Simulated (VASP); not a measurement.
# LaNb2F3 (P6/mmm) in VASP: relaxation of cell and atoms with PBE

Aim: the relaxation of cell and atoms of LaNb2F3 with PBE.

All numbers are computed with VASP 6.6.1; they aren't measurements. Logs are shortened: lines on timing, memory, paths and dates and some standing lists are left out, and cuts for length are marked.

### 1 The cell of the first run

It takes space group P6/mmm (No. 191, hexagonal). The conventional cell has a = 5.233 Å, b = 5.233 Å, c = 3.948 Å, α = 90.00°, β = 90.00°, γ = 120.00°. La (site symmetry 6/mmm) has 6 Nb at 3.02 Å and 12 F at 3.28 Å and 2 La at 3.95 Å within 4.0 Å. Nb (site symmetry -6m2) has 6 F at 2.49 Å and 3 Nb at 3.02 Å and 3 La at 3.02 Å within 3.3 Å. F (site symmetry mmm) has 4 Nb at 2.49 Å and 4 F at 2.62 Å and 4 La at 3.28 Å within 3.3 Å.

The cell was generated, and may not be a known phase.

### 2 Relaxation of cell and atoms, PBE

INCAR

```
SYSTEM = LaNb2F3
  PREC = Accurate
  ENCUT = 600
  EDIFF = 1E-6
  ISMEAR = 0
  SIGMA = 0.1
  LREAL = .FALSE.
  LASPH = .TRUE.
  NELM = 80
  ALGO = Normal
  ISIF = 3
  LWAVE = .FALSE.
  LCHARG = .FALSE.
  GGA = PE
  IBRION = 2
  NSW = 100
  EDIFFG = -0.01
```

KPOINTS

```
regular mesh
0
G
  12 12 10
  0 0 0
```

POSCAR

```
LaNb2F3
1.0
    5.2325523907     -0.0000000026      0.0000000000
   -2.6162761931      4.5315232983      0.0000000000
    0.0000000000      0.0000000000      3.9475122477
La Nb F
1 2 3
Direct
    0.0000000000      0.0000000000      0.0000000000
    0.6666666667      0.3333333333      0.0000000000
    0.3333333333      0.6666666667      0.0000000000
    0.5000000000      0.0000000000      0.5000000000
    0.0000000000      0.5000000000      0.5000000000
    0.5000000000      0.5000000000      0.5000000000
```

Potentials or basis: VASP PAW PBE potentials, release 64 (La, Nb_sv, F).

Launch:

```sh
> cat potpaw_PBE.64/La/POTCAR potpaw_PBE.64/Nb_sv/POTCAR potpaw_PBE.64/F/POTCAR > POTCAR
> mpirun -np 1 vasp_std > vasp.out
```

OUTCAR:

```text
SYSTEM = LaNb2F3
   PREC = Accurate
   ENCUT = 600
   EDIFF = 1E-6
   ISMEAR = 0
   LREAL = .FALSE.
   LASPH = .TRUE.
   NELM = 80
   ISIF = 3
   GGA = PE
   IBRION = 2
   NSW = 100
   EDIFFG = -0.01

 ion  position               nearest neighbor table
   1  0.000  0.000  0.000-   2 3.02   3 3.02   2 3.02   3 3.02   2 3.02   3 3.02
   2  0.667  0.333  0.000-   3 3.02   1 3.02   3 3.02   1 3.02   1 3.02   3 3.02
   3  0.333  0.667  0.000-   2 3.02   1 3.02   2 3.02   1 3.02   1 3.02   2 3.02
   4  0.500  0.000  0.500-
   5  0.000  0.500  0.500-
   6  0.500  0.500  0.500-

  LATTYP: Found a hexagonal cell.
 ALAT       =     5.2325523907
 C/A-ratio  =     0.7544142806

  Lattice vectors:

 A1 = (   5.2325523907,  -0.0000000026,   0.0000000000)
 A2 = (  -2.6162761931,   4.5315232983,   0.0000000000)
 A3 = (   0.0000000000,   0.0000000000,   3.9475122477)

Analysis of symmetry for initial positions (statically):
=====================================================================
 Subroutine PRICEL returns:
 Original cell was already a primitive cell.

 Routine SETGRP: Setting up the symmetry group for a
 hexagonal supercell.

 Subroutine GETGRP returns: Found 24 space group operations
 (whereof 24 operations were pure point group operations)
 out of a pool of 24 trial point group operations.

The static configuration has the point symmetry D_6h.

Analysis of symmetry for dynamics (positions and initial velocities):
=====================================================================
 Subroutine PRICEL returns:
 Original cell was already a primitive cell.

 Routine SETGRP: Setting up the symmetry group for a
 hexagonal supercell.

 Subroutine GETGRP returns: Found 24 space group operations
 (whereof 24 operations were pure point group operations)
 out of a pool of 24 trial point group operations.

The dynamic configuration has the point symmetry D_6h.

 Subroutine INISYM returns: Found 24 space group operations
 (whereof 24 operations are pure point group operations),
 and found     1 'primitive' translations

----------------------------------------------------------------------------------------

                                     Primitive cell

  volume of cell :      93.6012

  direct lattice vectors                    reciprocal lattice vectors
     5.232552391 -0.000000003  0.000000000     0.191111321  0.110338173  0.000000000
    -2.616276193  4.531523298  0.000000000     0.000000000  0.220676345  0.000000000
     0.000000000  0.000000000  3.947512248     0.000000000  0.000000000  0.253324103

  length of vectors
     5.232552391  5.232552391  3.947512248     0.220676345  0.220676345  0.253324103

  position of ions in fractional coordinates (direct lattice)
     0.000000000  0.000000000  0.000000000
     0.666666667  0.333333333  0.000000000
     0.333333333  0.666666667  0.000000000
     0.500000000  0.000000000  0.500000000
     0.000000000  0.500000000  0.500000000
     0.500000000  0.500000000  0.500000000

  ion indices of the primitive-cell ions
   primitive index   ion index
                 1           1
                 2           2
                 3           3
                 4           4
                 5           5
                 6           6

----------------------------------------------------------------------------------------

 KPOINTS: regular mesh

Automatic generation of k-mesh.
 Grid dimensions read from file:
 generate k-points for:   12   12   10

 Generating k-lattice:

  Cartesian coordinates                     Fractional coordinates (reciprocal lattice)
     0.015925943  0.009194848  0.000000000     0.083333333  0.000000000  0.000000000
     0.000000000  0.018389695  0.000000000    -0.000000000  0.083333333  0.000000000
     0.000000000  0.000000000  0.025332410     0.000000000  0.000000000  0.100000000

  Length of vectors
     0.018389695  0.018389695  0.025332410

  Shift w.r.t. Gamma in fractional coordinates (k-lattice)
     0.000000000  0.000000000  0.000000000

 Subroutine IBZKPT returns following result:
 ===========================================

 Found    114 irreducible k-points:

 Following reciprocal coordinates:
            Coordinates               Weight
  0.000000  0.000000  0.000000      1.000000
  0.083333  0.000000  0.000000      6.000000
  0.166667  0.000000  0.000000      6.000000
  0.250000  0.000000  0.000000      6.000000
  0.333333  0.000000  0.000000      6.000000
  0.416667  0.000000  0.000000      6.000000
[... 16 lines left out ...]
  0.250000  0.000000  0.100000     12.000000
  0.333333  0.000000  0.100000     12.000000
 [... further k-points ...]
   k-points           NKPTS =    114   k-points in BZ     NKDIM =    114   number of bands    NBANDS=     34
   number of dos      NEDOS =    301   number of ions     NIONS =      6
   total plane-waves  NPLWV =  56448
   dimension x,y,z NGX =    42 NGY =   42 NGZ =   32
   dimension x,y,z NGXF=    84 NGYF=   84 NGZF=   64
   ions per type =               1   2   3
   NGX,Y,Z   is equivalent  to a cutoff of  13.34, 13.34, 13.48 a.u.
   NGXF,Y,Z  is equivalent  to a cutoff of  26.69, 26.69, 26.95 a.u.
 SYSTEM =  LaNb2F3
   PREC   = accura    normal or accurate (medium, high low for compatibility)
   ISTART =      0    job   : 0-new  1-cont  2-samecut
   ICHARG =      2    charge: 1-file 2-atom 10-const
   ISPIN  =      1    spin polarized calculation?
   LNONCOLLINEAR =      F non collinear calculations
   LSORBIT =      F    spin-orbit coupling
   LASPH  =      T    aspherical Exc in radial PAW
   ENCUT  =  600.0 eV  44.10 Ry    6.64 a.u.  10.45 10.45  7.88*2*pi/ulx,y,z
   NELM   =     80;   NELMIN=  2; NELMDL= -5     # of ELM steps
   EDIFF  = 0.1E-05   stopping-criterion for ELM
   LREAL  =      F    real-space projection
   EDIFFG = -.1E-01   stopping-criterion for IOM
   NSW    =    100    number of steps for IOM
   IBRION =      2    ionic relax: 0-MD 1-quasi-New 2-CG
   NFREE  =      1    steps in history (QN), initial steepest desc. (CG)
   ISIF   =      3    stress and relaxation
   ISYM   =      2    0-nonsym 1-usesym 2-fastsym
   POTIM  = 0.5000    time-step for ionic-motion
   TEBEG  =    0.0;   TEEND  =   0.0 temperature during run
   PSTRESS=    0.0 pullay stress
   NELECT =      58.0000    total number of electrons
   NUPDOWN=      -1.0000    fix difference up-down
   EMIN   =  10.00;   EMAX   =-10.00  energy-range for DOS
   EFERMI =   0.00;   METHOD = LEGACY
   ISMEAR =     0;   SIGMA  =   0.10  broadening in eV -4-tet -1-fermi 0-gaus
   EFERMI_NEDOS =   21; number of points for ismear=-14 and -15
   IALGO  =     38    algorithm
   IMIX   =      4    mixing-type and parameters
     AMIX     =   0.40;   BMIX     =  1.00
     AMIX_MAG =   1.60;   BMIX_MAG =  1.00
  volume/ion in A,a.u.               =      15.60       105.28
  Fermi-wavevector in a.u.,A,eV,Ry     =   1.395695  2.637480 26.503651  1.947963
  Thomas-Fermi vector in A             =   2.519121
   LORBIT       =      0    0 simple, 1 ext, 2 COOP (PROOUT), +10 PAW based schemes
   GGA     = PE    functional components
   LHFCALC =     F    Hartree Fock is set to
   AEXX    =    0.0000 exact exchange contribution
   IVDW    =     0    specifies the selected vdW correction
   LEPSILON=     F    determine dielectric tensor
   LRPA    =     F    only Hartree local field effects (RPA)
 conjugate gradient relaxation of ions
 non-spin polarized calculation
 Gauss-broadening in eV      SIGMA  =   0.10
  energy-cutoff  :      600.00
  volume of cell :       93.60
 maximum number of plane-waves:      3154
 NGX is ok and might be reduce to    42
   NGX = 21   NGY = 21   NGZ = 15

--------------------------------------- Ionic step        1  -------------------------------------------

 number of electron      58.0000002 magnetization

 Free energy of the ion-electron system (eV)
  ---------------------------------------------------
  ext. energy  EPLUGINS =         0.00000000
  ---------------------------------------------------
  free energy    TOTEN  =       -36.54196005 eV

  energy without entropy =      -36.50653565  energy(sigma->0) =      -36.52424785

------------------------ aborting loop because EDIFF is reached ----------------------------------------

  FORCE on cell =-STRESS in cart. coord.  units (eV):
  Direction    XX          YY          ZZ          XY          YZ          ZX
  --------------------------------------------------------------------------------------
  -------------------------------------------------------------------------------------
  Total       -0.3198539     -0.3198539     -0.0263512      0.0000000      0.0000000      0.0000000
  in kB       -5.4749595     -5.4749595     -0.4510556      0.0000000      0.0000000      0.0000000
  external PRESSURE =      -3.8003249 kB  Pullay stress =       0.0000000 kB
[... 105 lines left out ...]
  energy  without entropy=      -36.5073040448  energy(sigma->0) =      -36.52500482

--------------------------------------- Ionic step        4  -------------------------------------------

 number of electron      58.0000001 magnetization

 Free energy of the ion-electron system (eV)
  ---------------------------------------------------
  ext. energy  EPLUGINS =         0.00000000
  ---------------------------------------------------
  free energy    TOTEN  =       -36.54277111 eV

  energy without entropy =      -36.50732571  energy(sigma->0) =      -36.52504841

 E-fermi :   9.5870     XC(G=0): -11.1186

 val. band max:        9.5866339519   @ k =   0.3333   0.1667   0.4000
 cond. band min:       9.5883251109   @ k =   0.3333   0.0833   0.0000
 fundamental gap:      0.0016911590
 Fermi energy:         9.5869503785

 k-point     1 :       0.0000    0.0000    0.0000
  band No.  band energies     occupation
      1     -46.1392      2.00000
      2     -46.0525      2.00000
      3     -23.0904      2.00000
      4     -22.5483      2.00000
      5     -22.4392      2.00000
      6     -22.2849      2.00000
[... 877 lines left out ...]
     33      10.4820      0.00000
     34      10.5004      0.00000

 [... further k-points ...]

------------------------ aborting loop because EDIFF is reached ----------------------------------------

  FORCE on cell =-STRESS in cart. coord.  units (eV):
  Direction    XX          YY          ZZ          XY          YZ          ZX
  --------------------------------------------------------------------------------------
  -------------------------------------------------------------------------------------
  Total        0.0037459      0.0037459      0.0408845     -0.0000000      0.0000000     -0.0000000
  in kB        0.0643971      0.0643971      0.7028645     -0.0000000      0.0000000     -0.0000000
  external PRESSURE =       0.2772196 kB  Pullay stress =       0.0000000 kB
[... 21 lines left out ...]
  FREE ENERGIE OF THE ION-ELECTRON SYSTEM (eV)
  ---------------------------------------------------
  free  energy   TOTEN  =       -36.5427711055 eV

  energy  without entropy=      -36.5073257120  energy(sigma->0) =      -36.52504841

 reached required accuracy - stopping structural energy minimisation
```

Wall time 47 min (1 thread of Intel Xeon 8259CL, shared host); peak memory 0.58 GiB.

What came out:

* Free energy: -36.5428 eV
* Relaxed volume: 15.53 Å³/atom
* Relaxed cell: a = 5.219 Å, b = 5.219 Å, c = 3.950 Å, α = 90.00°, β = 90.00°, γ = 120.00°
* Space group after relaxing (to 0.1 Å): P6/mmm (No. 191)
* Energy gained by relaxing: 0.1 meV/atom
* Ionic steps: 4
* Pressure after relaxing: 0.0 GPa
* Band gap on the k mesh: zero (bands 29 and 30 overlap by 1.12 eV)

The path:
```tsv
step	energy change (eV)	largest force (eV/Å)	pressure (GPa)	volume (Å³)
1	0.0000	0.0000	-0.38	93.60
2	-0.0007	0.0000	0.11	93.10
3	-0.0007	0.0000	0.06	93.15
4	-0.0008	0.0000	0.03	93.20
```

Final structure:
```
CELL_PARAMETERS angstrom
5.21943 0.00000 0.00000
-2.60972 4.52016 0.00000
0.00000 0.00000 3.95021
ATOMIC_POSITIONS crystal
La 0.00000 0.00000 0.00000
Nb 0.66667 0.33333 0.00000
Nb 0.33333 0.66667 0.00000
F 0.50000 0.00000 0.50000
F 0.00000 0.50000 0.50000
F 0.50000 0.50000 0.50000
```

Levels at points of the mesh, in eV from the Fermi level:
| k point | band 25 | band 26 | band 27 | band 28 | band 29 | band 30 | band 31 | band 32 | band 33 | band 34 |
| --- | --- | --- | --- | --- | --- | --- | --- | --- | --- | --- |
| (0.00, 0.00, 0.00) | -3.56 | -0.67 | -0.53 | -0.53 | -0.20 | -0.20 | 0.46 | 0.46 | 0.83 | 0.83 |
| (0.50, 0.00, 0.00) | -2.98 | -1.42 | -1.40 | -0.72 | -0.69 | 0.41 | 0.54 | 0.67 | 0.73 | 1.21 |
| (0.00, 0.00, 0.50) | -2.71 | -0.53 | -0.53 | 0.18 | 0.18 | 0.19 | 0.19 | 0.79 | 0.79 | 1.01 |
| (0.50, 0.00, 0.50) | -2.68 | -1.02 | -0.98 | -0.96 | -0.81 | -0.58 | -0.23 | 0.13 | 1.44 | 1.47 |

Caveat: spin-orbit coupling is left out, which moves the levels of the heavy elements.
